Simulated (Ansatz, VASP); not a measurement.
Two plane-wave programs on As

```
As
1.0
    -1.63601    1.63601    1.63601
     1.63601   -1.63601    1.63601
     1.63601    1.63601   -1.63601
As
1
Direct
  0.00000 0.00000 0.00000
```

Alike in both runs: task single point; functional PBE; k mesh 15 × 15 × 15; occupations fermi-dirac, width 0.1 eV; no spin polarisation.

|  | VASP | Ansatz |
| --- | --- | --- |
| version | VASP 6.6.1 | Ansatz 0.2.0 |
| potentials or method | VASP PAW PBE potentials, release 64 (As), cutoff 520 eV | plane waves (420 eV) with PAW, scalar-relativistic |
| valence electrons in the cell | 5 | 15 |

```tsv
	VASP	Ansatz	Ansatz less VASP
pressure (GPa)	8.1	8.0	-0.16
```

VASP's potentials hold 5 valence electrons a cell and Ansatz's 15, so a difference there can come from the potentials and not from the codes.
